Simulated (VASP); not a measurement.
Set up this calculation in VASP 6.6.1, as the native input.

```
Task                   : single point
Functional             : PBEsol
Potentials or basis    : VASP PAW PBE potentials, release 64 (Li_sv, Br)
Cutoff                 : 750 eV
k mesh                 : 10 × 10 × 10
Occupations            : fermi-dirac, width 0.1 eV
Spin                   : no spin polarisation
Dipole correction      : no
Further INCAR settings : ALGO = Normal; EDIFF = 1e-06; NBANDS = 12
```

The structure of LiBr lies in POSCAR:

```
LiBr
1.0
    0.0000000000      2.7061299904      2.7061299904
    2.7061299904      0.0000000000      2.7061299904
    2.7061299904      2.7061299904      0.0000000000
Li Br
1 1
Direct
    0.0000000000      0.0000000000      0.0000000000
    0.5000000000      0.5000000000      0.5000000000
```

The input as run:

INCAR

```
SYSTEM = LiBr
PREC = Accurate
ENCUT = 750
EDIFF = 1E-6
ISMEAR = -1
SIGMA = 0.1
LREAL = .False.
LASPH = .True.
NELM = 120
ALGO = Normal
ISIF = 2
LWAVE = .False.
LCHARG = .False.
GGA = PS
NBANDS = 12
GGA_COMPAT = .False.
```

KPOINTS

```
regular mesh
0
Gamma
  10 10 10
  0 0 0
```

Potentials or basis: VASP PAW PBE potentials, release 64 (Li_sv, Br).

Run with:

```console
$ cat potpaw_PBE.64/Li_sv/POTCAR potpaw_PBE.64/Br/POTCAR > POTCAR
$ mpirun -np 1 vasp_std > vasp.out
```

It gave:

```json
{"Pressure": "0.0 GPa", "Band gap on the k mesh": "4.98 eV"}
```

Caveat: the PAW data sets were made with another functional, which shifts forces and pressure a little.

Run time: 33 s on 1 thread of Intel Xeon 8259CL (shared host), peak memory 0.22 GiB.
